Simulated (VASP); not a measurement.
Write the native input for VASP 6.6.1 that does the following.

| Property | Result |
| --- | --- |
| Task | single point |
| Functional | PBE |
| Potentials or basis | VASP PAW PBE potentials, release 64 (Se) |
| Cutoff | 520 eV |
| k mesh | 6 × 6 × 6 |
| Occupations | methfessel-paxton, width 0.1 eV |
| Spin | no spin polarisation |
| Dipole correction | no |
| Further INCAR settings | ALGO = Normal; EDIFF = 1e-07; NBANDS = 9 |

The structure of Se lies in POSCAR:

```
Se
1.0
    1.9250000000      1.1113992700      0.8816666700
   -1.9250000000      1.1113992700      0.8816666700
    0.0000000000     -2.2227985400      0.8816666700
Se
1
Direct
    0.0000000000      0.0000000000      0.0000000000
```

These files were run (other wordings do the same):

INCAR

```
SYSTEM = Se
ALGO     = Normal         ! electronic algorithm
EDIFF    = 1E-7           ! SCF threshold, eV
ENCUT    = 520            ! plane-wave cutoff, eV
GGA      = PE             ! functional
ISIF     = 2              ! what is computed and relaxed
ISMEAR   = 1              ! smearing method
LASPH    = .TRUE.         ! aspherical terms in the spheres
LCHARG   = .FALSE.        ! write CHGCAR
LREAL    = .FALSE.        ! projectors in reciprocal space
LWAVE    = .FALSE.        ! write WAVECAR
NBANDS   = 9              ! bands
NELM     = 60             ! most SCF steps
PREC     = Accurate       ! precision mode
SIGMA    = 0.1            ! smearing width, eV
```

KPOINTS

```
k-points
0
G
  6 6 6
  0 0 0
```

Potentials or basis: VASP PAW PBE potentials, release 64 (Se).

The run is started by

```sh
$ cat potpaw_PBE.64/Se/POTCAR > POTCAR
$ mpirun -np 1 vasp_std > vasp.out
```

Results of the run:

```json
{
  "Pressure": "155.6 GPa",
  "Band gap on the k mesh": "zero (band 3 reaches 22.64 eV, above the bottom of band 4 at 9.97 eV)"
}
```

Caveat: the k points lie up to 0.51 Å⁻¹ apart.

It took 2 s on 1 thread of Intel(R) Xeon(R) 6975P-C (Granite Rapids), on a shared host, peak memory 0.11 GiB.
